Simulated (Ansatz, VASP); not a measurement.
**One calculation of TiC, two programs**

```xyz
2
Lattice="0.0000 2.1665 2.1665 2.1665 0.0000 2.1665 2.1665 2.1665 0.0000" Properties=species:S:1:pos:R:3 pbc="T T T"
Ti    0.0000    0.0000    0.0000
C     2.1665    2.1665    2.6040
```

Change from the starting cell: all C atoms moved +0.438 Å, as atom 2 along Cartesian [0 0 1].

Alike in both runs: task single point; functional PBE; k mesh 24 × 24 × 24; occupations gaussian, width 0.15 eV; no spin polarisation.

|  | VASP | Ansatz |
| --- | --- | --- |
| version | VASP 6.6.1 | Ansatz 0.2.0 |
| potentials or method | VASP PAW PBE potentials, release 64 (Ti_sv, C), cutoff 520 eV | scalar-relativistic, plane waves, PAW |
| valence electrons in the cell | 16 | 16 |

Ansatz gave:

```
gap on the k mesh at the Fermi level (eV)                     : none
pressure (GPa)                                                : 25.9
traceless stress, the component that is largest in VASP (GPa) : 46.86
rms of the force components (eV/Å)                            : 3.793
```

Q: Which values does VASP return?

A: gap on the k mesh at the Fermi level (eV): none; pressure (GPa): 26.2; traceless stress, the component that is largest in VASP (GPa): 47.43; rms of the force components (eV/Å): 3.830.

Atom by atom the forces differ by 0.036 eV/Å (rms over components). A gap of «none» marks a metal or a gap that the smearing closes. With one functional, cell and mesh, what is left measures potentials, basis and numerics.
